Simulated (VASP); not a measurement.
Write the native input for VASP 6.6.1 that does the following.

```
Task                   : relaxation of cell and atoms
Functional             : r2SCAN
Potentials or basis    : VASP PAW PBE potentials, release 64 (Sb)
Cutoff                 : 600 eV
k mesh                 : 12 × 12 × 8
Occupations            : gaussian, width 0.1 eV
Spin                   : no spin polarisation
Target pressure        : -1 GPa
Dipole correction      : no
Further INCAR settings : ALGO = Normal; EDIFF = 1e-06; IBRION = 2; EDIFFG = -0.008; NSW = 70; ISIF = 3
```

The system is Sb.

```
Sb
1.0
     3.36948    0.00000    0.00000
    -1.68474    2.91805    0.00000
     0.00000    0.00000    5.56470
Sb
2
Direct
  0.33333 0.66667 0.25000
  0.66667 0.33333 0.75000
```

One way to write it, as run:

POSCAR

```
Sb
1.0
    3.3694791040      0.0000000000      0.0000000000
   -1.6847395520      2.9180545016      0.0000000000
    0.0000000000      0.0000000000      5.5646987116
Sb
2
Direct
    0.3333333333      0.6666666667      0.2500000000
    0.6666666667      0.3333333333      0.7500000000
```

INCAR.step1

```
SYSTEM = Sb
  PREC = Accurate
  ENCUT = 600
  ISMEAR = 0
  SIGMA = 0.1
  LREAL = .False.
  LASPH = .True.
  NELM = 60
  GGA = PE
  ALGO = Normal
  EDIFF = 1E-4
  LWAVE = .True.
  LCHARG = .False.
```

INCAR.step2

```
SYSTEM = Sb
  PREC = Accurate
  ENCUT = 600
  EDIFF = 1E-6
  ISMEAR = 0
  SIGMA = 0.1
  LREAL = .False.
  LASPH = .True.
  NELM = 60
  ALGO = Normal
  ISIF = 3
  LWAVE = .False.
  LCHARG = .False.
  METAGGA = R2SCAN
  LMIXTAU = .True.
  IBRION = 2
  NSW = 70
  EDIFFG = -0.008
  PSTRESS = -10.0
  ISTART = 1
```

KPOINTS

```
Automatic mesh
0
Gamma
  12 12 8
  0 0 0
```

Potentials or basis: VASP PAW PBE potentials, release 64 (Sb).

Run with:

```bash
$ cat potpaw_PBE.64/Sb/POTCAR > POTCAR
$ cp INCAR.step1 INCAR
$ mpirun -np 1 vasp_std > vasp.out
$ cp INCAR.step2 INCAR
$ mpirun -np 1 vasp_std > vasp.out
```

It gave:

```yaml
Relaxed_volume: 27.49 Å³/atom
Relaxed_cell: a = 3.375 Å, b = 3.375 Å, c = 5.575 Å, α = 90.00°, β = 90.00°, γ = 120.00°
Space_group_after_relaxing_to_0.05_Å: P6_3/mmc (No. 194)
Energy_change_on_relaxing_the_enthalpy_is_what_falls: +0.7 meV/atom
Ionic_steps: 5
Pressure_after_relaxing: -1.0 GPa
Band_gap_on_the_k_mesh: zero (band 5 reaches 12.79 eV, above the bottom of band 6 at 4.86 eV)
```

Caveat: the cell is relaxed towards a set pressure, so the enthalpy falls and the energy may rise; the PAW data sets were made with another functional, which shifts forces and pressure a little; spin-orbit coupling is left out, which moves the levels of the heavy elements.

Wall time 3.3 min on 1 thread of Intel(R) Xeon(R) 6975P-C (Granite Rapids) (shared host), peak memory 0.24 GiB.
